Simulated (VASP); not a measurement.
**AgBr: single point with PBE**

Crystal: AgBr.

```
CELL_PARAMETERS angstrom
4.05900 0.00000 0.00000
2.02950 3.51520 0.00000
2.02950 1.17173 3.31416
ATOMIC_POSITIONS crystal
Ag 0.00000 0.00000 0.00000
Br 0.50000 0.50000 0.50000
```

| Property | Result |
| --- | --- |
| Program | VASP 6.6.1 |
| Task | single point |
| Functional | PBE |
| Potentials or basis | VASP PAW PBE potentials, release 64 (Ag, Br) |
| Cutoff | 500 eV |
| k mesh | 5 × 5 × 5 |
| Occupations | gaussian, width 0.01 eV |
| Spin | no spin polarisation |

| Property | Result |
| --- | --- |
| Pressure | 2.3 GPa |
| Band gap on the k mesh | 0.81 eV, indirect (least direct gap 2.60 eV) |

Levels at points of the mesh, in eV from the valence-band top:
| k point | band 6 | band 7 | band 8 | band 9 | band 10 | band 11 | band 12 | band 13 |
| --- | --- | --- | --- | --- | --- | --- | --- | --- |
| (0.00, 0.00, 0.00) | -2.66 | -1.79 | -1.79 | -1.79 | 0.81 | 10.05 | 10.05 | 10.05 |

It took 16 s on 1 thread of Intel Xeon 8259CL, with other jobs on the host, peak memory 0.17 GiB.

A k mesh can miss the band edges. A hybrid or GW would open this gap; PBE tends to underestimate it.
